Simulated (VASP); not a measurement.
## Be: electric field gradients with PBEsol

Be:

```
CELL_PARAMETERS angstrom
-1.22806 1.25312 1.25312
1.25312 -1.22806 1.25312
1.25312 1.25312 -1.22806
ATOMIC_POSITIONS crystal
Be 0.00000 0.00000 0.00000
```

This cell differs from its parent crystal: equal xy, yz and zx shear strains of +2 %.

| Quantity | Value |
| --- | --- |
| Program | VASP 6.6.1 |
| Task | electric field gradients |
| Functional | PBEsol |
| Potentials or basis | VASP PAW PBE potentials, release 64 (Be) |
| Cutoff | 520 eV |
| k mesh | 23 × 23 × 23 |
| Occupations | fermi-dirac, width 0.03 eV |
| Spin | no spin polarisation |
| Dipole correction | no |
| Further INCAR settings | ALGO = Normal; EDIFF = 1e-08; NBANDS = 7 |

* Pressure: -1.4 GPa
* Band gap on the k mesh: zero (bands 1 and 2 overlap by 4.81 eV)
* Largest electric field gradient by atom: Be +0.5 V/Å²

Stress tensor (GPa, compression positive):
```
-1.42 -3.86 -3.86
-3.86 -1.42 -3.86
-3.86 -3.86 -1.42
```

Levels at points of the mesh, in eV from the Fermi level:
```csv
k point,band 1,band 2,band 3,band 4
"(0.00, 0.00, 0.00)",-12.24,18.78,19.58,19.58
```

Electric field gradients, principal values (V/Å²):
```csv
atom,least,middle,greatest (by size)
1 Be,-0.250,-0.250,0.500
```

Wall time 24 s on 1 thread of Intel(R) Xeon(R) Platinum 8259CL CPU @ 2.50GHz (Skylake/Cascade Lake), on a shared host, peak memory 0.16 GiB.

Caveat: the cell differs from its parent crystal (equal xy, yz and zx shear strains of +2 %); without QUAD_EFG the Cq values of the log hold for a quadrupole moment of 1 mb, not for the nuclei; the PAW data sets were made with another functional, which shifts forces and pressure a little.
